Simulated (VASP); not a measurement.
Runs of VASP 6.6.1 on Ru. The structure is that of space group P6_3/mmc (No. 194), or close to it. The cells are those of the table. 

```csv
cell,further INCAR settings,gap on the mesh (eV),pressure (GPa)
"a = 2.625, b = 2.625, c = 4.282 Å, angles 90.0, 90.0, 120.0°, 2 atoms",ALGO = Fast; EDIFF = 1e-07; NBANDS = 21,none,(b)
"a = 2.787, b = 2.787, c = 4.153 Å, angles 90.0, 90.0, 120.0°, 2 atoms",ALGO = Fast; EDIFF = 1e-06; NBANDS = 21,none,(a)
"a = 2.625, b = 2.625, c = 4.346 Å, angles 90.0, 90.0, 120.0°, 2 atoms",ALGO = Fast; EDIFF = 1e-06; NBANDS = 21,none,4.9
"a = 2.706, b = 2.706, c = 4.410 Å, angles 90.0, 90.0, 120.0°, 2 atoms",ALGO = Fast; EDIFF = 1e-06; NBANDS = 21,none,-20.0
"a = 2.625, b = 2.625, c = 4.218 Å, angles 90.0, 90.0, 120.0°, 2 atoms",ALGO = Fast; EDIFF = 1e-07; NBANDS = 21,none,17.0
```

Alike in all rows: task single point; level LDA; potentials or basis VASP PAW LDA potentials, release 64 (Ru_pv); no spin polarisation; k mesh 21 × 21 × 12; cutoff (eV) 520; smearing gaussian 0.15 eV.

Estimate the missing entries.

(a) -17.8; (b) 10.6.

Caveats: the stress differs along the axes, from -1 to 16 GPa (at least some runs); the stress differs along the axes, from -25 to -4 GPa (at least some runs); the stress differs along the axes, from -12 to 13 GPa (at least some runs); the stress differs along the axes, from -29 to -15 GPa (at least some runs); the stress differs along the axes, from 11 to 20 GPa (at least some runs).

A k mesh can miss the band edges, and the runs leave out spin-orbit coupling on Ru.

A gap of «none» marks levels without a gap at the run's occupations.
